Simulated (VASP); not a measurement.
A run of VASP 6.6.1 is set up as follows.

The input INCAR:

```
ALGO = Fast ; EDIFF = 1E-7
EDIFFG = -0.01 ; ENCUT = 600
GGA = PE ; IBRION = 2
ISIF = 3 ; ISMEAR = 0
LASPH = T ; LCHARG = F
LREAL = F ; LWAVE = F
NELM = 100 ; NSW = 100
PREC = Accurate ; SIGMA = 0.1
```

The input KPOINTS:

```
k-points
0
Gamma
  16 16 16
```

POSCAR

```
NaCu
1.0
    0.0000000000      2.9337605915      2.9337605915
    2.9337605915      0.0000000000      2.9337605915
    2.9337605915      2.9337605915      0.0000000000
Na Cu
1 1
Direct
    0.0000000000      0.0000000000      0.0000000000
    0.5000000000      0.5000000000      0.5000000000
```

Potentials or basis: VASP PAW PBE potentials, release 64 (Na_pv, Cu).

Launch:

```bash
$ cat potpaw_PBE.64/Na_pv/POTCAR potpaw_PBE.64/Cu/POTCAR > POTCAR
$ mpirun -np 1 vasp_std > vasp.out
```

Problem. What does it give for the relaxed volume?

Solution. 25.46 Å³/atom.

Problem. Estimate the relaxed cell.

Solution. a = 4.160 Å, b = 4.160 Å, c = 4.160 Å, α = 60.00°, β = 60.00°, γ = 60.00°.

Problem. What does it give for the space group after relaxing (to 0.1 Å)?

Solution. Fm-3m (No. 225).

Final structure:
```cif
data_structure
_symmetry_space_group_name_H-M 'P 1'
_symmetry_Int_Tables_number 1
_cell_length_a 4.1605
_cell_length_b 4.1605
_cell_length_c 4.1605
_cell_angle_alpha 60.000
_cell_angle_beta 60.000
_cell_angle_gamma 60.000
_cell_volume 50.92
loop_
_atom_site_label
_atom_site_type_symbol
_atom_site_fract_x
_atom_site_fract_y
_atom_site_fract_z
_atom_site_occupancy
Na1 Na 0.00000 0.00000 0.00000 1
Cu1 Cu 0.50000 0.50000 0.50000 1
```
